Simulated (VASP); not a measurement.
# Be2ZnSe3 (P6/mmm) in VASP: further runs

Be2ZnSe3 is run at these levels: PBE; tasks: single point, relaxation of cell and atoms.

Everything below comes from runs of VASP 6.6.1. Logs are shortened: lines on timing, memory, paths and dates and some standing lists are left out, and cuts for length are marked.

## 1. The cell of the first run

The structure is hexagonal, space group P6/mmm (No. 191). The conventional cell has a = 4.293 Å, b = 4.293 Å, c = 5.379 Å, α = 90.00°, β = 90.00°, γ = 120.00°. Be (site symmetry 6mm) has 1 Zn at 1.52 Å within 2.0 Å. Zn (site symmetry 6/mmm) has 2 Be at 1.52 Å within 2.0 Å. Se (site symmetry mmm) has 4 Se at 2.15 Å and 4 Be at 2.44 Å within 2.8 Å.

The cell was generated, and may not be a known phase.

## 2. Single point, PBE

File INCAR:

```
SYSTEM = Be2ZnSe3
  PREC = Accurate
  ENCUT = 520
  EDIFF = 1E-6
  ISMEAR = 0
  SIGMA = 0.1
  LREAL = .FALSE.
  LASPH = .TRUE.
  NELM = 100
  ALGO = Normal
  ISIF = 2
  LWAVE = .FALSE.
  LCHARG = .FALSE.
  GGA = PE
  NBANDS = 26
```

File KPOINTS:

```
regular mesh
0
G
  6 6 4
  0 0 0
```

File POSCAR:

```
Be2ZnSe3
1.0
    4.2927489700      0.0000000000      0.0000000000
   -2.1463744900      3.7176296600      0.0000000000
    0.0000000000      0.0000000000      5.3787517500
Be Zn Se
2 1 3
Direct
    0.0000000000      0.0000000000      0.2171988000
    0.0000000000      0.0000000000      0.7828012000
    0.0000000000      0.0000000000      0.5000000000
    0.5000000000      0.0000000000      0.0000000000
    0.0000000000      0.5000000000      0.0000000000
    0.5000000000      0.5000000000      0.0000000000
```

Potentials or basis: VASP PAW PBE potentials, release 64 (Be, Zn, Se).

Launch:

```
$ cat potpaw_PBE.64/Be/POTCAR potpaw_PBE.64/Zn/POTCAR potpaw_PBE.64/Se/POTCAR > POTCAR
$ mpirun -np 1 vasp_std > vasp.out
```

OUTCAR:

```text
SYSTEM = Be2ZnSe3
   PREC = Accurate
   ENCUT = 520
   EDIFF = 1E-6
   ISMEAR = 0
   LREAL = .FALSE.
   LASPH = .TRUE.
   NELM = 100
   ISIF = 2
   GGA = PE

 ion  position               nearest neighbor table
   1  0.000  0.000  0.217-   3 1.52   2 2.34   6 2.44   6 2.44   4 2.44   4 2.44   5 2.44   5 2.44

   2  0.000  0.000  0.783-   3 1.52   1 2.34   6 2.44   6 2.44   4 2.44   4 2.44   5 2.44   5 2.44

   3  0.000  0.000  0.500-   1 1.52   2 1.52
   4  0.500  0.000  0.000-   5 2.15   5 2.15   6 2.15   6 2.15   1 2.44   1 2.44   2 2.44   2 2.44

   5  0.000  0.500  0.000-   4 2.15   4 2.15   6 2.15   6 2.15   1 2.44   2 2.44   1 2.44   2 2.44

   6  0.500  0.500  0.000-   5 2.15   5 2.15   4 2.15   4 2.15   1 2.44   2 2.44   1 2.44   2 2.44

  LATTYP: Found a hexagonal cell.
 ALAT       =     4.2927489700
 C/A-ratio  =     1.2529853918

  Lattice vectors:

 A1 = (   4.2927489700,   0.0000000000,   0.0000000000)
 A2 = (  -2.1463744900,   3.7176296600,   0.0000000000)
 A3 = (   0.0000000000,   0.0000000000,   5.3787517500)

Analysis of symmetry for initial positions (statically):
=====================================================================
 Subroutine PRICEL returns:
 Original cell was already a primitive cell.

 Routine SETGRP: Setting up the symmetry group for a
 hexagonal supercell.

 Subroutine GETGRP returns: Found 24 space group operations
 (whereof 24 operations were pure point group operations)
 out of a pool of 24 trial point group operations.

The static configuration has the point symmetry D_6h.

Analysis of symmetry for dynamics (positions and initial velocities):
=====================================================================
 Subroutine PRICEL returns:
 Original cell was already a primitive cell.

 Routine SETGRP: Setting up the symmetry group for a
 hexagonal supercell.

 Subroutine GETGRP returns: Found 24 space group operations
 (whereof 24 operations were pure point group operations)
 out of a pool of 24 trial point group operations.

The dynamic configuration has the point symmetry D_6h.

 Subroutine INISYM returns: Found 24 space group operations
 (whereof 24 operations are pure point group operations),
 and found     1 'primitive' translations
[... 96 lines left out ...]
   LASPH  =      T    aspherical Exc in radial PAW
   ENCUT  =  520.0 eV  38.22 Ry    6.18 a.u.   7.98  7.98 10.00*2*pi/ulx,y,z
   NELM   =    100;   NELMIN=  2; NELMDL= -5     # of ELM steps
   EDIFF  = 0.1E-05   stopping-criterion for ELM
   LREAL  =      F    real-space projection
   EDIFFG = 0.1E-04   stopping-criterion for IOM
   NSW    =      0    number of steps for IOM
   IBRION =     -1    ionic relax: 0-MD 1-quasi-New 2-CG
   NFREE  =      0    steps in history (QN), initial steepest desc. (CG)
   ISIF   =      2    stress and relaxation
   ISYM   =      2    0-nonsym 1-usesym 2-fastsym
   POTIM  = 0.5000    time-step for ionic-motion
   TEBEG  =    0.0;   TEEND  =   0.0 temperature during run
   PSTRESS=    0.0 pullay stress
   NELECT =      34.0000    total number of electrons
   NUPDOWN=      -1.0000    fix difference up-down
   EMIN   =  10.00;   EMAX   =-10.00  energy-range for DOS
   EFERMI =   0.00;   METHOD = LEGACY
   ISMEAR =     0;   SIGMA  =   0.10  broadening in eV -4-tet -1-fermi 0-gaus
   EFERMI_NEDOS =   21; number of points for ismear=-14 and -15
   IALGO  =     38    algorithm
   IMIX   =      4    mixing-type and parameters
     AMIX     =   0.40;   BMIX     =  1.00
     AMIX_MAG =   1.60;   BMIX_MAG =  1.00
  volume/ion in A,a.u.               =      14.31        96.54
  Fermi-wavevector in a.u.,A,eV,Ry     =   1.202283  2.271986 19.667015  1.445485
  Thomas-Fermi vector in A             =   2.338069
   LORBIT       =      0    0 simple, 1 ext, 2 COOP (PROOUT), +10 PAW based schemes
   GGA     = PE    functional components
   LHFCALC =     F    Hartree Fock is set to
   AEXX    =    0.0000 exact exchange contribution
   IVDW    =     0    specifies the selected vdW correction
   LEPSILON=     F    determine dielectric tensor
   LRPA    =     F    only Hartree local field effects (RPA)
 non-spin polarized calculation
 Gauss-broadening in eV      SIGMA  =   0.10
  energy-cutoff  :      520.00
  volume of cell :       85.84
 maximum number of plane-waves:      2340
 NGX is ok and might be reduce to    32
   NGX = 15   NGY = 15   NGZ = 21

 number of electron      34.0000012 magnetization

 Free energy of the ion-electron system (eV)
  ---------------------------------------------------
  ext. energy  EPLUGINS =         0.00000000
  ---------------------------------------------------
  free energy    TOTEN  =         3.40849953 eV

  energy without entropy =        3.42052014  energy(sigma->0) =        3.41450983

 E-fermi :   6.9751     XC(G=0): -10.4135

 val. band max:        6.9493132761   @ k =   0.0000   0.0000   0.2500
 cond. band min:       6.9826589124   @ k =   0.1667   0.1667   0.2500
 fundamental gap:      0.0333456364
 Fermi energy:         6.9751006382

 k-point     1 :       0.0000    0.0000    0.0000
  band No.  band energies     occupation
      1     -15.5994      2.00000
      2      -7.1458      2.00000
      3      -5.3183      2.00000
      4      -5.3183      2.00000
      5      -3.8142      2.00000
      6      -3.3134      2.00000
[... 598 lines left out ...]
     25      12.1942      0.00000
     26      12.1951      0.00000

------------------------ aborting loop because EDIFF is reached ----------------------------------------

  FORCE on cell =-STRESS in cart. coord.  units (eV):
  Direction    XX          YY          ZZ          XY          YZ          ZX
  --------------------------------------------------------------------------------------
  -------------------------------------------------------------------------------------
  Total       52.2563099     52.2563099     52.4788372     -0.0000001      0.0000000     -0.0000000
  in kB      975.3628355    975.3628354    979.5163028     -0.0000013      0.0000000     -0.0000000
  external PRESSURE =     976.7473246 kB  Pullay stress =       0.0000000 kB

 VOLUME and BASIS-vectors are now :
 -----------------------------------------------------------------------------
  energy-cutoff  :      520.00
  volume of cell :       85.84
      direct lattice vectors                 reciprocal lattice vectors
     4.292748970  0.000000000  0.000000000     0.232950961  0.134494301  0.000000000
    -2.146374490  3.717629660  0.000000000     0.000000000  0.268988601  0.000000000
     0.000000000  0.000000000  5.378751750     0.000000000  0.000000000  0.185916742

 POSITION                                       TOTAL-FORCE (eV/Angst)
 -----------------------------------------------------------------------------------
      0.00000      0.00000      1.16826         0.000000     -0.000000    -15.130081
      0.00000      0.00000      4.21049        -0.000000      0.000000     15.130081
      0.00000      0.00000      2.68938         0.000000      0.000000      0.000000
      2.14637      0.00000      0.00000         0.000000      0.000000      0.000000
     -1.07319      1.85881      0.00000         0.000000      0.000000      0.000000
      1.07319      1.85881      0.00000         0.000000      0.000000      0.000000
 -----------------------------------------------------------------------------------
    total drift:                               -0.000000     -0.000000     -0.000000

  FREE ENERGIE OF THE ION-ELECTRON SYSTEM (eV)
  ---------------------------------------------------
  free  energy   TOTEN  =         3.4084995316 eV

  energy  without entropy=        3.4205201354  energy(sigma->0) =        3.41450983
```

OSZICAR:

```text
N       E                     dE             d eps       ncg     rms          rms(c)
DAV:   1     0.252923548158E+03    0.25292E+03   -0.15332E+04  1092   0.136E+03
DAV:   2     0.273306756735E+02   -0.22559E+03   -0.21124E+03  1184   0.312E+02
DAV:   3     0.268324063582E+01   -0.24647E+02   -0.23342E+02  1386   0.100E+02
DAV:   4     0.198254414442E+01   -0.70070E+00   -0.69401E+00  1310   0.160E+01
DAV:   5     0.197496476407E+01   -0.75794E-02   -0.75710E-02  1394   0.157E+00    0.235E+01
DAV:   6     0.326611266877E+01    0.12911E+01   -0.18961E+00  1396   0.111E+01    0.142E+01
DAV:   7     0.339445773353E+01    0.12835E+00   -0.70065E-01  1352   0.427E+00    0.358E+00
DAV:   8     0.340797330768E+01    0.13516E-01   -0.66595E-02  1356   0.190E+00    0.275E-01
DAV:   9     0.340841074968E+01    0.43744E-03   -0.75450E-03  1384   0.812E-01    0.160E-01
DAV:  10     0.340851605362E+01    0.10530E-03   -0.10258E-03  1372   0.272E-01    0.529E-02
DAV:  11     0.340850361425E+01   -0.12439E-04   -0.66325E-05  1272   0.678E-02    0.148E-02
DAV:  12     0.340850013803E+01   -0.34762E-05   -0.75768E-06  1278   0.204E-02    0.374E-03
DAV:  13     0.340849953164E+01   -0.60639E-06   -0.14422E-06  1026   0.764E-03
   1 F= 0.34084995E+01 E0= 0.34145098E+01  d E =-.120206E-01
```

Wall time 25 s (1 thread of Intel Xeon Platinum 8488C (Sapphire Rapids), shared host); peak memory 0.21 GiB.

Results:

| Item | Value |
| --- | --- |
| Free energy | 3.4085 eV |
| Pressure | 97.7 GPa |
| Largest force | 15.130 eV/Å |
| Band gap on the k mesh | zero (bands 17 and 18 overlap by 2.53 eV) |

Forces on the atoms (eV/Å):
```
Be    0.000   0.000 -15.130
Be    0.000   0.000  15.130
Zn    0.000   0.000   0.000
Se    0.000   0.000   0.000
Se    0.000   0.000   0.000
Se    0.000   0.000   0.000
```

Levels at points of the mesh, in eV from the Fermi level:
```csv
k point,band 14,band 15,band 16,band 17,band 18,band 19,band 20,band 21
"(0.00, 0.00, 0.00)",-3.96,-1.54,-1.54,0.82,1.28,1.28,2.18,2.18
"(0.50, 0.00, 0.00)",-3.60,-2.90,-2.58,-2.09,-1.01,-0.55,1.65,3.23
"(0.00, 0.00, 0.50)",-4.13,-1.64,-1.64,-1.28,-0.64,-0.64,2.90,5.62
"(0.50, 0.00, 0.50)",-3.47,-3.30,-2.41,-2.08,-0.38,1.22,2.59,2.76
```

Caveat: atoms lie so close that the PAW spheres overlap strongly, which falsifies energies and pressures; the cell stands under pressure; forces of over 1 eV/Å act on the atoms, so gaps and moduli don't describe the material at rest.

## 3. Single point, PBE

This run uses another cell than the first one, of 28.60 Å³/atom.

File INCAR:

```
PREC = Accurate ; ENCUT = 520
EDIFF = 1E-7 ; ISMEAR = 0
SIGMA = 0.1 ; LREAL = False
LASPH = True ; NELM = 80
ALGO = Normal ; ISIF = 2
LWAVE = False ; LCHARG = False
GGA = PE ; NBANDS = 26
```

File KPOINTS:

```
regular mesh
0
Gamma
  6 6 4
```

File POSCAR:

```
Be2ZnSe3
1.0
    5.4523669409      0.0000000037      0.0000000000
   -2.7261834736      4.7218882798      0.0000000000
    0.0000000000      0.0000000000      6.6657851647
Be Zn Se
2 1 3
Direct
    0.0000000000      0.0000000000      0.1588189305
    0.0000000000      0.0000000000      0.8411810695
    0.0000000000      0.0000000000      0.5000000000
    0.5000000000      0.0000000000      0.0000000000
    0.0000000000      0.5000000000      0.0000000000
    0.5000000000      0.5000000000      0.0000000000
```

Potentials or basis: VASP PAW PBE potentials, release 64 (Be, Zn, Se).

Launch:

```
$ cat potpaw_PBE.64/Be/POTCAR potpaw_PBE.64/Zn/POTCAR potpaw_PBE.64/Se/POTCAR > POTCAR
$ mpirun -np 1 vasp_std > vasp.out
```

Run time: 69 s. Hardware: 1 thread of Intel Xeon Platinum 8488C (Sapphire Rapids), shared host; peak memory 0.33 GiB.

Results (log left out):

* Free energy: -14.6344 eV
* Pressure: 0.1 GPa
* Largest force: 0.032 eV/Å
* Band gap on the k mesh: zero (bands 17 and 18 overlap by 0.35 eV)

Forces in eV/Å, atoms in the order of the input:
```
Be   0.000  0.000 -0.032
Be   0.000  0.000  0.032
Zn   0.000  0.000  0.000
Se   0.000  0.000  0.000
Se   0.000  0.000  0.000
Se   0.000  0.000  0.000
```

Levels at points of the mesh, in eV from the Fermi level:
| k point | band 14 | band 15 | band 16 | band 17 | band 18 | band 19 | band 20 | band 21 |
| --- | --- | --- | --- | --- | --- | --- | --- | --- |
| (0.00, 0.00, 0.00) | -2.20 | -0.48 | -0.48 | 0.13 | 2.54 | 2.95 | 2.95 | 3.21 |
| (0.50, 0.00, 0.00) | -2.63 | -1.65 | -1.58 | -0.85 | -0.22 | 1.14 | 1.37 | 3.06 |
| (0.00, 0.00, 0.50) | -2.35 | -0.51 | -0.51 | -0.06 | 2.09 | 2.09 | 2.54 | 3.39 |
| (0.50, 0.00, 0.50) | -1.65 | -1.63 | -1.57 | -0.98 | -0.09 | 1.40 | 2.20 | 2.70 |

Caveat: semilocal functionals underestimate gaps, and a narrow one can read as zero.

## 4. Relaxation of cell and atoms, PBE

File INCAR:

```
SYSTEM = Be2ZnSe3
  PREC = Accurate
  ENCUT = 600
  EDIFF = 1E-6
  ISMEAR = 0
  SIGMA = 0.1
  LREAL = .FALSE.
  LASPH = .TRUE.
  NELM = 60
  ALGO = Normal
  ISIF = 3
  LWAVE = .FALSE.
  LCHARG = .FALSE.
  GGA = PE
  IBRION = 2
  NSW = 90
  EDIFFG = -0.04
```

File KPOINTS:

```
Automatic mesh
0
G
  6 6 4
  0 0 0
```

File POSCAR:

```
Be2ZnSe3
1.0
    4.2927489700      0.0000000000      0.0000000000
   -2.1463744900      3.7176296600      0.0000000000
    0.0000000000      0.0000000000      5.3787517500
Be Zn Se
2 1 3
Direct
    0.0000000000      0.0000000000      0.2171988000
    0.0000000000      0.0000000000      0.7828012000
    0.0000000000      0.0000000000      0.5000000000
    0.5000000000      0.0000000000      0.0000000000
    0.0000000000      0.5000000000      0.0000000000
    0.5000000000      0.5000000000      0.0000000000
```

Launch:

```
$ cat potpaw_PBE.64/Be/POTCAR potpaw_PBE.64/Zn/POTCAR potpaw_PBE.64/Se/POTCAR > POTCAR
$ mpirun -np 1 vasp_std > vasp.out
```

Wall time 4.2 min (1 thread of Intel Xeon Platinum 8488C (Sapphire Rapids), shared host); peak memory 0.27 GiB.

The run converged. Its results:

* Free energy: -14.6126 eV
* Relaxed volume: 28.50 Å³/atom
* Relaxed cell: a = 5.440 Å, b = 5.440 Å, c = 6.671 Å, α = 90.00°, β = 90.00°, γ = 120.00°
* Space group after relaxing (to 0.1 Å): P6/mmm (No. 191)
* Energy gained by relaxing: 3003.3 meV/atom
* Ionic steps: 9
* Pressure after relaxing: 0.1 GPa
* Largest force after relaxing: 0.028 eV/Å
* Band gap on the k mesh: zero (bands 17 and 18 overlap by 0.36 eV)

Forces on the atoms (eV/Å):
```
Be   0.000  0.000  0.028
Be   0.000  0.000 -0.028
Zn   0.000  0.000  0.000
Se   0.000  0.000  0.000
Se   0.000  0.000  0.000
Se   0.000  0.000  0.000
```

Stress tensor (GPa, compression positive):
```
 0.21  0.00  0.00
 0.00  0.21  0.00
 0.00  0.00 -0.05
```

The path:
```
step  energy change (eV)  largest force (eV/Å)  pressure (GPa)  volume (Å³)
   1              0.0000               15.1289           97.67        85.84
   2             -9.9523               22.7984            0.63       246.16
   3            -16.8660                5.1754            6.79       153.41
   4            -17.9537                0.0915           -1.66       182.64
   5            -17.9881                0.3542           -0.67       176.62
   6            -17.9882                0.3109           -0.77       177.11
   7            -18.0116                0.1826           -0.33       174.03
   8            -18.0199                0.0404            0.09       171.22
   9            -18.0199                0.0277            0.12       170.99
```

Final structure:
```
Be Zn Se
1.0
     5.44028    0.00000    0.00000
    -2.72014    4.71142    0.00000
     0.00000    0.00000    6.67128
Be Zn Se
2 1 3
Direct
  0.00000 0.00000 0.15823
  0.00000 0.00000 0.84177
  0.00000 0.00000 0.50000
  0.50000 0.00000 0.00000
  0.00000 0.50000 0.00000
  0.50000 0.50000 0.00000
```

Levels at points of the mesh, in eV from the Fermi level:
| k point | band 15 | band 16 | band 17 | band 18 | band 19 | band 20 |
| --- | --- | --- | --- | --- | --- | --- |
| (0.00, 0.00, 0.00) | -0.49 | -0.49 | 0.14 | 2.56 | 2.97 | 2.97 |
| (0.50, 0.00, 0.00) | -1.67 | -1.59 | -0.87 | -0.22 | 1.14 | 1.38 |
| (0.00, 0.00, 0.50) | -0.52 | -0.52 | -0.07 | 2.10 | 2.10 | 2.56 |
| (0.50, 0.00, 0.50) | -1.65 | -1.59 | -0.99 | -0.09 | 1.41 | 2.19 |

Caveat: the volume moved by over 15 % at a fixed basis, so the end points are rough; semilocal functionals underestimate gaps, and a narrow one can read as zero.

[end of part 1 of 2]

The gap in the log of VASP goes by the Fermi energy; the results here count the filled bands.